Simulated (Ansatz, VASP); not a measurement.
**Bi4F: VASP beside Ansatz**

Contents of INCAR:

```
SYSTEM = Bi4F
PREC     = Accurate       ! precision mode
ENCUT    = 600            ! plane-wave cutoff, eV
EDIFF    = 1E-7           ! SCF threshold, eV
ISMEAR   = 0              ! smearing method
SIGMA    = 0.1            ! smearing width, eV
LREAL    = .FALSE.        ! projectors in reciprocal space
LASPH    = .TRUE.         ! aspherical terms in the spheres
NELM     = 60             ! most SCF steps
ALGO     = Normal         ! electronic algorithm
ISIF     = 3              ! what is computed and relaxed
LWAVE    = .FALSE.        ! write WAVECAR
LCHARG   = .FALSE.        ! write CHGCAR
GGA      = PE             ! functional
IBRION   = 2              ! ionic algorithm
NSW      = 90             ! ionic steps
EDIFFG   = -0.04          ! ionic threshold
```

File KPOINTS:

```
regular mesh
0
G
  4 4 4
  0 0 0
```

Contents of POSCAR:

```
Bi4F
1.0
    5.2923377100      0.0000000000      0.0000000000
    0.0000000000      5.2923377100      0.0000000000
    0.0000000000      0.0000000000      5.2923377100
Bi F
4 1
Direct
    0.2500000000      0.2500000000      0.2500000000
    0.7500000000      0.7500000000      0.2500000000
    0.2500000000      0.7500000000      0.7500000000
    0.7500000000      0.2500000000      0.7500000000
    0.0000000000      0.0000000000      0.0000000000
```

Input for Ansatz:

```yaml
crystal:
  lattice:
    - [5.29233771, 0.0, 0.0]
    - [0.0, 5.29233771, 0.0]
    - [0.0, 0.0, 5.29233771]
  atoms:
    - { symbol: Bi, position: [0.25, 0.25, 0.25] }
    - { symbol: Bi, position: [0.75, 0.75, 0.25] }
    - { symbol: Bi, position: [0.25, 0.75, 0.75] }
    - { symbol: Bi, position: [0.75, 0.25, 0.75] }
    - { symbol: F, position: [0.0, 0.0, 0.0] }
basis:
  ecutwfc: 420
kpoints:
  mp_grid: { grid: [4, 4, 4] }
hamiltonian:
  xc: pbe
scf:
  occupations: { method: gaussian, width: 0.1 }
  lower_state_search: "off"
output:
  forces: true
  stress: true
  eigenvalues: true
relax:
  adjacent_minimum: "off"
  f_tol: 0.04
  max_steps: 70
  cell: { stress_tol: 0.4 }
```

Change from the starting cell: species swapped into the SnI4 type (P-43m, No. 215).

Alike in both runs: task relaxation of cell and atoms; functional PBE; k mesh 4 × 4 × 4; occupations gaussian, width 0.1 eV; no spin polarisation.

|  | VASP | Ansatz |
| --- | --- | --- |
| version | VASP 6.6.1 | Ansatz 0.2.0 |
| potentials or method | VASP PAW PBE potentials, release 64 (Bi_d, F), cutoff 600 eV | scalar-relativistic, plane waves, PAW |
| valence electrons in the cell | 67 | 67 |

VASP gave:

| Item | Value |
| --- | --- |
| gap on the k mesh at the Fermi level, each at its own relaxed structure (eV) | none |
| relaxed volume (Å³/atom) | 29.71 |
| relaxed cell length with the largest relative difference (Å) | 5.296 |

Task: What did Ansatz give for the same quantities?

Result: gap on the k mesh at the Fermi level, each at its own relaxed structure (eV): none; relaxed volume (Å³/atom): 29.65; relaxed cell length with the largest relative difference (Å): 5.292.

A gap of «none» marks a metal or a gap that the smearing closes.

Spin-orbit coupling is off throughout.
